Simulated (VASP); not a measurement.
Input of a VASP 6.6.1 run:

The input INCAR:

```
SYSTEM = Pt
ALGO = Fast
EDIFF = 1E-6
ENCUT = 520
GGA = PE
ISIF = 2
ISMEAR = 0
LASPH = .TRUE.
LCHARG = .TRUE.
LELF = .TRUE.
LREAL = .FALSE.
LVHAR = .TRUE.
LWAVE = .FALSE.
NBANDS = 11
NELM = 60
PREC = Accurate
SIGMA = 0.15
```

Contents of KPOINTS:

```
k-points
0
G
  22 22 22
  0 0 0
```

File POSCAR:

```
Pt
1.0
    0.0000000000      2.0365367999      2.0365367999
    2.0365367999      0.0000000000      2.0365367999
    2.0365367999      2.0365367999      0.0000000000
Pt
1
Direct
    0.0000000000      0.0000000000      0.0000000000
```

Potentials or basis: VASP PAW PBE potentials, release 64 (Pt).

Command:

```console
$ cat potpaw_PBE.64/Pt/POTCAR > POTCAR
$ mpirun -np 1 vasp_std > vasp.out
```

Predict the band gap on the k mesh.

zero (band 5 reaches 9.60 eV, above the bottom of band 6 at 7.77 eV).

What does it give for the pressure?

-15.7 GPa.

Caveat: spin-orbit coupling is left out, which moves the levels of the heavy elements.
